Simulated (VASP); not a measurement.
# BaAs7 (Fm-3m) in VASP: further runs

The runs below take BaAs7 through single point, with PBE.

Program: VASP 6.6.1. These are calculated values, not measurements. Logs are shortened: lines on timing, memory, paths and dates and some standing lists are left out, and cuts for length are marked.

### 1 The cell of the first run

It takes space group Fm-3m (No. 225, cubic). The conventional cell has a = 8.930 Å, b = 8.930 Å, c = 8.930 Å, α = 90.00°, β = 90.00°, γ = 90.00°. Ba (site symmetry m-3m) has 12 As at 3.16 Å within 4.2 Å. As (site symmetry m-3m) has 12 As at 3.16 Å within 4.2 Å. Within 4.2 Å of As (site symmetry mmm) lie 2 Ba at 3.16 Å and 10 As at 3.16 Å.

The cell was generated, and may not be a known phase.

### 2 Single point, PBE

The input, INCAR:

```
SYSTEM = BaAs7
PREC = Accurate
ENCUT = 520
EDIFF = 1E-6
ISMEAR = 0
SIGMA = 0.1
LREAL = .False.
LASPH = .True.
NELM = 100
ALGO = Normal
ISIF = 2
LWAVE = .False.
LCHARG = .False.
GGA = PE
NBANDS = 32
```

The input, KPOINTS:

```
Automatic mesh
0
Gamma
  4 4 4
  0 0 0
```

The input, POSCAR:

```
BaAs7
1.0
    0.0000000000      4.4650775330      4.4650775330
    4.4650775330      0.0000000000      4.4650775330
    4.4650775330      4.4650775330      0.0000000000
Ba As
1 7
Direct
    0.0000000000      0.0000000000      0.0000000000
    0.5000000000      0.5000000000      0.5000000000
    0.5000000000      0.0000000000      0.0000000000
    0.5000000000      0.0000000000      0.5000000000
    0.0000000000      0.5000000000      0.5000000000
    0.0000000000      0.5000000000      0.0000000000
    0.5000000000      0.5000000000      0.0000000000
    0.0000000000      0.0000000000      0.5000000000
```

Potentials or basis: VASP PAW PBE potentials, release 64 (Ba_sv, As).

The run is started by

```console
$ cat potpaw_PBE.64/Ba_sv/POTCAR potpaw_PBE.64/As/POTCAR > POTCAR
$ mpirun -np 1 vasp_std > vasp.out
```

OUTCAR:

```text
SYSTEM = BaAs7
   PREC = Accurate
   ENCUT = 520
   EDIFF = 1E-6
   ISMEAR = 0
   LREAL = .False.
   LASPH = .True.
   NELM = 100
   ISIF = 2
   GGA = PE

 ion  position               nearest neighbor table
   1  0.000  0.000  0.000-   3 3.16   6 3.16   8 3.16   4 3.16   5 3.16   8 3.16   5 3.16   6 3.16
                             7 3.16   3 3.16   4 3.16   7 3.16
   2  0.500  0.500  0.500-
   3  0.500  0.000  0.000-   1 3.16   1 3.16
   4  0.500  0.000  0.500-   1 3.16   1 3.16
   5  0.000  0.500  0.500-   1 3.16   1 3.16
   6  0.000  0.500  0.000-   1 3.16   1 3.16
   7  0.500  0.500  0.000-   1 3.16   1 3.16
   8  0.000  0.000  0.500-   1 3.16   1 3.16

  LATTYP: Found a face centered cubic cell.
 ALAT       =     8.9301550660

  Lattice vectors:

 A1 = (   0.0000000000,   4.4650775330,   4.4650775330)
 A2 = (   4.4650775330,   0.0000000000,   4.4650775330)
 A3 = (   4.4650775330,   4.4650775330,   0.0000000000)

Analysis of symmetry for initial positions (statically):
=====================================================================
 Subroutine PRICEL returns:
 Original cell was already a primitive cell.

 Routine SETGRP: Setting up the symmetry group for a
 face centered cubic supercell.

 Subroutine GETGRP returns: Found 48 space group operations
 (whereof 48 operations were pure point group operations)
 out of a pool of 48 trial point group operations.

The static configuration has the point symmetry O_h .

Analysis of symmetry for dynamics (positions and initial velocities):
=====================================================================
 Subroutine PRICEL returns:
 Original cell was already a primitive cell.

 Routine SETGRP: Setting up the symmetry group for a
 face centered cubic supercell.

 Subroutine GETGRP returns: Found 48 space group operations
 (whereof 48 operations were pure point group operations)
 out of a pool of 48 trial point group operations.

The dynamic configuration has the point symmetry O_h .

 Subroutine INISYM returns: Found 48 space group operations
 (whereof 48 operations are pure point group operations),
 and found     1 'primitive' translations

----------------------------------------------------------------------------------------

                                     Primitive cell

  volume of cell :     178.0398

  direct lattice vectors                    reciprocal lattice vectors
     0.000000000  4.465077533  4.465077533    -0.111980138  0.111980138  0.111980138
     4.465077533  0.000000000  4.465077533     0.111980138 -0.111980138  0.111980138
     4.465077533  4.465077533  0.000000000     0.111980138  0.111980138 -0.111980138

  length of vectors
     6.314573204  6.314573204  6.314573204     0.193955289  0.193955289  0.193955289

  position of ions in fractional coordinates (direct lattice)
     0.000000000  0.000000000  0.000000000
     0.500000000  0.500000000  0.500000000
     0.500000000  0.000000000  0.000000000
     0.500000000  0.000000000  0.500000000
     0.000000000  0.500000000  0.500000000
     0.000000000  0.500000000  0.000000000
     0.500000000  0.500000000  0.000000000
     0.000000000  0.000000000  0.500000000

  ion indices of the primitive-cell ions
   primitive index   ion index
                 1           1
                 2           2
                 3           3
                 4           4
                 5           5
                 6           6
                 7           7
                 8           8

----------------------------------------------------------------------------------------

 KPOINTS: Automatic mesh

Automatic generation of k-mesh.
 Grid dimensions read from file:
 generate k-points for:    4    4    4

 Generating k-lattice:

  Cartesian coordinates                     Fractional coordinates (reciprocal lattice)
    -0.027995035  0.027995035  0.027995035     0.250000000  0.000000000  0.000000000
     0.027995035 -0.027995035  0.027995035     0.000000000  0.250000000  0.000000000
     0.027995035  0.027995035 -0.027995035     0.000000000  0.000000000  0.250000000

  Length of vectors
     0.048488822  0.048488822  0.048488822

  Shift w.r.t. Gamma in fractional coordinates (k-lattice)
     0.000000000  0.000000000  0.000000000

 Subroutine IBZKPT returns following result:
 ===========================================

 Found      8 irreducible k-points:

 Following reciprocal coordinates:
            Coordinates               Weight
  0.000000  0.000000  0.000000      1.000000
  0.250000  0.000000  0.000000      8.000000
  0.500000  0.000000  0.000000      4.000000
  0.250000  0.250000  0.000000      6.000000
  0.500000  0.250000  0.000000     24.000000
 -0.250000  0.250000  0.000000     12.000000
  0.500000  0.500000  0.000000      3.000000
 -0.250000  0.500000  0.250000      6.000000
   k-points           NKPTS =      8   k-points in BZ     NKDIM =      8   number of bands    NBANDS=     32
   number of dos      NEDOS =    301   number of ions     NIONS =      8
   total plane-waves  NPLWV = 110592
   dimension x,y,z NGX =    48 NGY =   48 NGZ =   48
   dimension x,y,z NGXF=    96 NGYF=   96 NGZF=   96
   ions per type =               1   7
   NGX,Y,Z   is equivalent  to a cutoff of  12.64, 12.64, 12.64 a.u.
   NGXF,Y,Z  is equivalent  to a cutoff of  25.27, 25.27, 25.27 a.u.
 SYSTEM =  BaAs7
   PREC   = accura    normal or accurate (medium, high low for compatibility)
   ISTART =      0    job   : 0-new  1-cont  2-samecut
   ICHARG =      2    charge: 1-file 2-atom 10-const
   ISPIN  =      1    spin polarized calculation?
   LNONCOLLINEAR =      F non collinear calculations
   LSORBIT =      F    spin-orbit coupling
   LASPH  =      T    aspherical Exc in radial PAW
   ENCUT  =  520.0 eV  38.22 Ry    6.18 a.u.  11.74 11.74 11.74*2*pi/ulx,y,z
   NELM   =    100;   NELMIN=  2; NELMDL= -5     # of ELM steps
   EDIFF  = 0.1E-05   stopping-criterion for ELM
   LREAL  =      F    real-space projection
   EDIFFG = 0.1E-04   stopping-criterion for IOM
   NSW    =      0    number of steps for IOM
   IBRION =     -1    ionic relax: 0-MD 1-quasi-New 2-CG
   NFREE  =      0    steps in history (QN), initial steepest desc. (CG)
   ISIF   =      2    stress and relaxation
   ISYM   =      2    0-nonsym 1-usesym 2-fastsym
   POTIM  = 0.5000    time-step for ionic-motion
   TEBEG  =    0.0;   TEEND  =   0.0 temperature during run
   PSTRESS=    0.0 pullay stress
   NELECT =      45.0000    total number of electrons
   NUPDOWN=      -1.0000    fix difference up-down
   EMIN   =  10.00;   EMAX   =-10.00  energy-range for DOS
   EFERMI =   0.00;   METHOD = LEGACY
   ISMEAR =     0;   SIGMA  =   0.10  broadening in eV -4-tet -1-fermi 0-gaus
   EFERMI_NEDOS =   21; number of points for ismear=-14 and -15
   IALGO  =     38    algorithm
   IMIX   =      4    mixing-type and parameters
     AMIX     =   0.40;   BMIX     =  1.00
     AMIX_MAG =   1.60;   BMIX_MAG =  1.00
  volume/ion in A,a.u.               =      22.25       150.18
  Fermi-wavevector in a.u.,A,eV,Ry     =   1.035079  1.956015 14.577115  1.071388
  Thomas-Fermi vector in A             =   2.169405
   LORBIT       =      0    0 simple, 1 ext, 2 COOP (PROOUT), +10 PAW based schemes
   GGA     = PE    functional components
   LHFCALC =     F    Hartree Fock is set to
   AEXX    =    0.0000 exact exchange contribution
   IVDW    =     0    specifies the selected vdW correction
   LEPSILON=     F    determine dielectric tensor
   LRPA    =     F    only Hartree local field effects (RPA)
 non-spin polarized calculation
 Gauss-broadening in eV      SIGMA  =   0.10
  energy-cutoff  :      520.00
  volume of cell :      178.04
 maximum number of plane-waves:      4813
 NGX is ok and might be reduce to    48
   NGX = 23   NGY = 23   NGZ = 23

 number of electron      45.0000008 magnetization

 Free energy of the ion-electron system (eV)
  ---------------------------------------------------
  ext. energy  EPLUGINS =         0.00000000
  ---------------------------------------------------
  free energy    TOTEN  =       -32.38121296 eV

  energy without entropy =      -32.34676600  energy(sigma->0) =      -32.36398948

 E-fermi :   5.0108     XC(G=0): -10.2731

 val. band max:        4.9014460699   @ k =   0.5000   0.2500   0.0000
 cond. band min:       5.0360917246   @ k =  -0.2500   0.5000   0.2500
 fundamental gap:      0.1346456548
 Fermi energy:         5.0108081624

 k-point     1 :       0.0000    0.0000    0.0000
  band No.  band energies     occupation
      1     -21.6336      2.00000
      2      -8.3895      2.00000
      3      -7.4084      2.00000
      4      -7.4084      2.00000
      5      -7.4084      2.00000
      6      -5.4070      2.00000
[... 24 lines left out ...]
     31       8.3339      0.00000
     32       8.8739      0.00000

 k-point     2 :       0.2500    0.0000    0.0000
  band No.  band energies     occupation
      1     -21.6325      2.00000
      2      -8.4564      2.00000
      3      -7.4902      2.00000
      4      -7.4902      2.00000
      5      -7.2512      2.00000
      6      -5.7113      2.00000
[... 24 lines left out ...]
     31       8.6873      0.00000
     32       8.6873      0.00000
[... 173 lines left out ...]
     31       7.7732      0.00000
     32       8.1109      0.00000

 k-point     8 :      -0.2500    0.5000    0.2500
  band No.  band energies     occupation
      1     -21.6306      2.00000
      2      -8.1271      2.00000
      3      -8.1271      2.00000
      4      -7.8858      2.00000
      5      -6.2721      2.00000
      6      -5.7587      2.00000
[... 24 lines left out ...]
     31       7.5280      0.00000
     32       7.7785      0.00000

------------------------ aborting loop because EDIFF is reached ----------------------------------------

  FORCE on cell =-STRESS in cart. coord.  units (eV):
  Direction    XX          YY          ZZ          XY          YZ          ZX
  --------------------------------------------------------------------------------------
  -------------------------------------------------------------------------------------
  Total        0.3663745      0.3663745      0.3663745      0.0000000      0.0000000      0.0000000
  in kB        3.2969986      3.2969986      3.2969986      0.0000000      0.0000000      0.0000000
  external PRESSURE =       3.2969986 kB  Pullay stress =       0.0000000 kB

 VOLUME and BASIS-vectors are now :
 -----------------------------------------------------------------------------
  energy-cutoff  :      520.00
  volume of cell :      178.04
      direct lattice vectors                 reciprocal lattice vectors
     0.000000000  4.465077533  4.465077533    -0.111980138  0.111980138  0.111980138
     4.465077533  0.000000000  4.465077533     0.111980138 -0.111980138  0.111980138
     4.465077533  4.465077533  0.000000000     0.111980138  0.111980138 -0.111980138

 POSITION                                       TOTAL-FORCE (eV/Angst)
 -----------------------------------------------------------------------------------
      0.00000      0.00000      0.00000        -0.000000      0.000000      0.000000
      4.46508      4.46508      4.46508         0.000000      0.000000     -0.000000
      0.00000      2.23254      2.23254        -0.000000      0.000000     -0.000000
      2.23254      4.46508      2.23254        -0.000000      0.000000      0.000000
      4.46508      2.23254      2.23254        -0.000000      0.000000      0.000000
      2.23254      0.00000      2.23254        -0.000000      0.000000      0.000000
      2.23254      2.23254      4.46508         0.000000      0.000000      0.000000
      2.23254      2.23254      0.00000        -0.000000     -0.000000      0.000000
 -----------------------------------------------------------------------------------
    total drift:                                0.000000      0.000000     -0.000000

  FREE ENERGIE OF THE ION-ELECTRON SYSTEM (eV)
  ---------------------------------------------------
  free  energy   TOTEN  =       -32.3812129577 eV

  energy  without entropy=      -32.3467660018  energy(sigma->0) =      -32.36398948
```

Run time: 69 s. Hardware: 1 thread of Oxide Virtual Turin-like, shared host; peak memory 0.3 GiB.

What came out:

- Free energy: -32.3812 eV
- Pressure: 0.3 GPa
- Band gap on the k mesh: zero (an odd number of electrons rules out a gap without spin polarisation)

Levels at points of the mesh, in eV from the Fermi level:
| k point | band 19 | band 20 | band 21 | band 22 | band 23 | band 24 | band 25 | band 26 |
| --- | --- | --- | --- | --- | --- | --- | --- | --- |
| (0.00, 0.00, 0.00) | 0.28 | 0.28 | 0.28 | 1.64 | 1.64 | 1.64 | 3.18 | 3.18 |
| (0.50, 0.00, 0.00) | -1.34 | -1.34 | -0.94 | -0.82 | -0.66 | -0.66 | 1.23 | 1.43 |
| (0.50, 0.50, 0.00) | -1.66 | -1.66 | -1.31 | -1.28 | -0.52 | -0.52 | -0.31 | -0.13 |

Caveat: spin-orbit coupling is left out, which moves the levels of the heavy elements.

### 3 Single point, PBE

This run uses another cell than the first one, of 24.02 Å³/atom.

The input, INCAR:

```
ALGO = Normal ; EDIFF = 1E-7
ENCUT = 520 ; GGA = PE
ISIF = 2 ; ISMEAR = 0
LASPH = T ; LCHARG = F
LREAL = F ; LWAVE = F
NBANDS = 32 ; NELM = 80
PREC = Accurate ; SIGMA = 0.1
```

The input, KPOINTS:

```
k-points
0
Gamma
  4 4 4
```

POSCAR: that of step 2 with these lines changed.

```diff
@@ -2,5 +2,5 @@
 1.0
-    0.0000000000      4.4650775330      4.4650775330
-    4.4650775330      0.0000000000      4.4650775330
-    4.4650775330      4.4650775330      0.0000000000
+    0.0000000000      4.5802834900      4.5802834900
+    4.5802834900      0.0000000000      4.5802834900
+    4.5802834900      4.5802834900      0.0000000000
 Ba As
```

Potentials or basis: VASP PAW PBE potentials, release 64 (Ba_sv, As).

The run is started by

```console
$ cat potpaw_PBE.64/Ba_sv/POTCAR potpaw_PBE.64/As/POTCAR > POTCAR
$ mpirun -np 1 vasp_std > vasp.out
```

Wall time 67 s (1 thread of Oxide Virtual Turin-like, shared host); peak memory 0.29 GiB.

The run converged. Its results:

| Property | Result |
| --- | --- |
| Free energy | -32.2201 eV |
| Pressure | -3.7 GPa |
| Band gap on the k mesh | zero (an odd number of electrons rules out a gap without spin polarisation) |

Levels at points of the mesh, in eV from the Fermi level:
```csv
k point,band 20,band 21,band 22,band 23,band 24,band 25
"(0.00, 0.00, 0.00)",0.26,0.26,1.45,1.45,1.45,2.86
"(0.50, 0.00, 0.00)",-1.23,-0.91,-0.76,-0.61,-0.61,1.12
"(0.50, 0.50, 0.00)",-1.47,-1.14,-1.10,-0.57,-0.57,-0.49
```

Caveat: the cell stands under tension; spin-orbit coupling is left out, which moves the levels of the heavy elements.

### 4 Single point, PBE

This run uses another cell than the first one, of 22.04 Å³/atom.

The input, INCAR:

```
SYSTEM = BaAs7
PREC = Accurate
ENCUT = 520
EDIFF = 1E-7
ISMEAR = 0
SIGMA = 0.1
LREAL = .FALSE.
LASPH = .TRUE.
NELM = 60
ALGO = Fast
ISIF = 2
LWAVE = .FALSE.
LCHARG = .FALSE.
GGA = PE
NBANDS = 32
```

The input, KPOINTS:

```
Automatic mesh
0
G
  8 8 8
  0 0 0
```

POSCAR: that of step 3 with these lines changed.

```diff
@@ -2,5 +2,5 @@
 1.0
-    0.0000000000      4.5802834900      4.5802834900
-    4.5802834900      0.0000000000      4.5802834900
-    4.5802834900      4.5802834900      0.0000000000
+    0.0000000000      4.4506245669      4.4506245669
+    4.4506245669      0.0000000000      4.4506245669
+    4.4506245669      4.4506245669      0.0000000000
 Ba As
```

The run is started by

```console
$ cat potpaw_PBE.64/Ba_sv/POTCAR potpaw_PBE.64/As/POTCAR > POTCAR
$ mpirun -np 1 vasp_std > vasp.out
```

Run time: 5.1 min. Hardware: 1 thread of Oxide Virtual Turin-like, shared host; peak memory 0.37 GiB.

The run converged. Its results:

```
Free energy            : -32.5229 eV
Pressure               : 0.7 GPa
Band gap on the k mesh : zero (an odd number of electrons rules out a gap without spin polarisation)
```

Levels at points of the mesh, in eV from the Fermi level:
```csv
k point,band 19,band 20,band 21,band 22,band 23,band 24,band 25,band 26,band 27,band 28
"(0.00, 0.00, 0.00)",0.29,0.29,0.29,1.65,1.65,1.65,3.23,3.24,3.24,3.24
"(0.50, 0.00, 0.00)",-1.33,-1.33,-0.94,-0.87,-0.66,-0.66,1.26,1.44,1.44,1.62
"(0.50, 0.50, 0.00)",-1.68,-1.68,-1.33,-1.31,-0.49,-0.49,-0.28,-0.11,1.90,1.90
```

Caveat: spin-orbit coupling is left out, which moves the levels of the heavy elements.

### 5 Summary

```csv
cell,k mesh,gap on the mesh (eV),pressure (GPa)
"a = 6.315 Å, angles 60.0°, 8 atoms",4 × 4 × 4,none,0.3
"a = 6.477 Å, angles 60.0°, 8 atoms",4 × 4 × 4,none,-3.7
"a = 6.294 Å, angles 60.0°, 8 atoms",8 × 8 × 8,none,0.7
```

Alike in all rows: task single point; level PBE; potentials or basis VASP PAW PBE potentials, release 64 (Ba_sv, As); no spin polarisation; cutoff (eV) 520; smearing gaussian 0.1 eV.

Caveats: spin-orbit coupling is left out, which moves the levels of the heavy elements; the cell stands under tension (at least some runs).

Total energies depend on the potentials used, so only differences within one code and one set of settings carry meaning.

The gap in the log of VASP goes by the Fermi energy; the results here count the filled bands.